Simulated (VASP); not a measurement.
Set up this calculation in VASP 6.6.1, as the native input.

| Item | Value |
| --- | --- |
| Task | single point |
| Functional | PBE |
| Potentials or basis | VASP PAW PBE potentials, release 64 (Be) |
| Cutoff | 520 eV |
| k mesh | 23 × 23 × 23 |
| Occupations | fermi-dirac, width 0.03 eV |
| Spin | no spin polarisation |
| Dipole correction | no |
| Further INCAR settings | ALGO = Normal; EDIFF = 1e-06; NBANDS = 7 |

The structure of Be lies in POSCAR:

```
Be
1.0
   -1.2614200074      1.2614200074      1.2614200074
    1.2614200074     -1.2614200074      1.2614200074
    1.2614200074      1.2614200074     -1.2614200074
Be
1
Direct
    0.0000000000      0.0000000000      0.0000000000
```

This cell differs from its parent crystal: volume scaled by 1.02.

One way to write it, as run:

INCAR

```
PREC = Accurate
ENCUT = 520
EDIFF = 1E-6
ISMEAR = -1
SIGMA = 0.03
LREAL = F
LASPH = T
NELM = 100
ALGO = Normal
ISIF = 2
LWAVE = F
LCHARG = F
GGA = PE
NBANDS = 7
```

KPOINTS

```
regular mesh
0
Gamma
  23 23 23
```

Potentials or basis: VASP PAW PBE potentials, release 64 (Be).

Run with:

```sh
$ cat potpaw_PBE.64/Be/POTCAR > POTCAR
$ mpirun -np 1 vasp_std > vasp.out
```

Results of the run:

```json
{
  "Pressure": "-3.1 GPa",
  "Band gap on the k mesh": "zero (band 1 reaches 11.24 eV, above the bottom of band 2 at 6.47 eV)"
}
```

Wall time 11 s on 1 thread of Intel Xeon 8259CL, with other jobs on the host, peak memory 0.12 GiB.
